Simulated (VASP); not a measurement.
Si:

```
CELL_PARAMETERS angstrom
0.00000 2.61242 2.80229
2.61242 0.00000 2.80229
2.61242 2.61242 0.00000
ATOMIC_POSITIONS crystal
Si 0.00000 0.00000 0.00000
Si 0.25000 0.25000 0.25000
```

This cell differs from its parent crystal: epitaxial xy strain -4.0%.

Base run:

```yaml
Program: VASP 6.6.1
Functional: PBE
Potentials_or_basis: VASP PAW PBE potentials, release 64 (Si)
Cutoff: 520 eV
k_mesh: 8 × 8 × 8
Occupations: fermi-dirac, width 0.02 eV
Spin: no spin polarisation
```

Its results: band gap on the k mesh 0.15 eV, indirect (least direct gap 2.34 eV); pressure 6.7 GPa.

The run is repeated on the same cell with these changes: functional from PBE to HSE06; k mesh from 8 × 8 × 8 to 6 × 6 × 6. What comes out?

Band gap on the k mesh 0.81 eV, indirect (least direct gap 3.10 eV); pressure 5.0 GPa.

Several settings changed at once, so the effect can't be laid on one alone.

Caveats: the PAW data sets were made with another functional, which shifts forces and pressure a little (some runs).

A k mesh can miss the band edges.
